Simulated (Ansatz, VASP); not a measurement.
## Al2O3 in VASP and in Ansatz

```xyz
5
Lattice="2.8099 0.0000 0.0000 -1.4049 2.4334 0.0000 0.0000 0.0000 7.9529" Properties=species:S:1:pos:R:3 pbc="T T T"
Al    0.0000    0.0000    1.5169
Al    0.0000    0.0000    6.4360
O     0.0000    1.6223    2.2594
O     1.4050    0.8111    0.0000
O     0.0000    1.6223    5.6935
```

Alike in both runs: task single point; functional PBE; dispersion D3(BJ); k mesh 9 × 9 × 4; occupations gaussian, width 0.05 eV; no spin polarisation.

|  | VASP | Ansatz |
| --- | --- | --- |
| version | VASP 6.6.1 | Ansatz 0.2.0 |
| potentials or method | VASP PAW PBE potentials, release 64 (Al, O), cutoff 520 eV | scalar-relativistic, plane waves, PAW |
| valence electrons in the cell | 24 | 24 |

```csv
,VASP,Ansatz,Ansatz less VASP
gap on the k mesh at the Fermi level (eV),4.59,4.58,-0.006
least direct gap on the mesh (eV),4.59,4.58,-0.006
pressure (GPa),-1.3,-1.4,-0.06
"traceless stress, the component that is largest in VASP (GPa)",-20.10,-19.82,+0.273
rms of the force components (eV/Å),0.498,0.506,+0.0072
```

Atom by atom the forces differ by 0.018 eV/Å (rms over components).
